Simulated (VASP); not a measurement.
The system is Ca2SiSe6.

```
CELL_PARAMETERS angstrom
0.00000 4.83678 4.83678
4.83678 0.00000 4.83678
4.83678 4.83678 0.00000
ATOMIC_POSITIONS crystal
Ca 0.75000 0.75000 0.75000
Ca 0.25000 0.25000 0.25000
Si 0.50000 0.50000 0.50000
Se 0.25446 0.25446 0.74554
Se 0.74554 0.74554 0.25446
Se 0.74554 0.25446 0.74554
Se 0.25446 0.74554 0.25446
Se 0.74554 0.25446 0.25446
Se 0.25446 0.74554 0.74554
```

| Property | Result |
| --- | --- |
| Program | VASP 6.6.1 |
| Task | relaxation of cell and atoms |
| Functional | PBE |
| Potentials or basis | VASP PAW PBE potentials, release 64 (Ca_sv, Si, Se) |
| Cutoff | 600 eV |
| k mesh | 8 × 8 × 8 |
| Occupations | gaussian, width 0.1 eV |
| Spin | no spin polarisation |

At the start: pressure -1.2 GPa; volume 25.15 Å³/atom.

**Question.** How do energy, volume and symmetry change on relaxing?

**Answer.** Over 7 steps the energy falls by 9.9 meV/atom and the volume is 23.95 Å³/atom (-4.8 %); space group Fm-3m (No. 225, to 0.05 Å).

The path:
| step | energy change (eV) | largest force (eV/Å) | pressure (GPa) | volume (Å³) |
| --- | --- | --- | --- | --- |
| 1 | 0.0000 | 0.2715 | -1.18 | 226.31 |
| 2 | -0.0484 | 0.3089 | -0.16 | 220.30 |
| 3 | -0.0600 | 0.3325 | 0.72 | 215.74 |
| 4 | -0.0874 | 0.0853 | 0.27 | 215.02 |
| 5 | -0.0893 | 0.0028 | 0.14 | 214.78 |
| 6 | -0.0893 | 0.0092 | 0.15 | 214.80 |
| 7 | -0.0895 | 0.0050 | -0.01 | 215.53 |

Final structure:
```cif
data_structure
_symmetry_space_group_name_H-M 'P 1'
_symmetry_Int_Tables_number 1
_cell_length_a 6.7299
_cell_length_b 6.7299
_cell_length_c 6.7299
_cell_angle_alpha 60.000
_cell_angle_beta 60.000
_cell_angle_gamma 60.000
_cell_volume 215.53
loop_
_atom_site_label
_atom_site_type_symbol
_atom_site_fract_x
_atom_site_fract_y
_atom_site_fract_z
_atom_site_occupancy
Ca1 Ca 0.75000 0.75000 0.75000 1
Ca2 Ca 0.25000 0.25000 0.25000 1
Si1 Si 0.50000 0.50000 0.50000 1
Se1 Se 0.24889 0.24889 0.75111 1
Se2 Se 0.75111 0.75111 0.24889 1
Se3 Se 0.75111 0.24889 0.75111 1
Se4 Se 0.24889 0.75111 0.24889 1
Se5 Se 0.75111 0.24889 0.24889 1
Se6 Se 0.24889 0.75111 0.75111 1
```
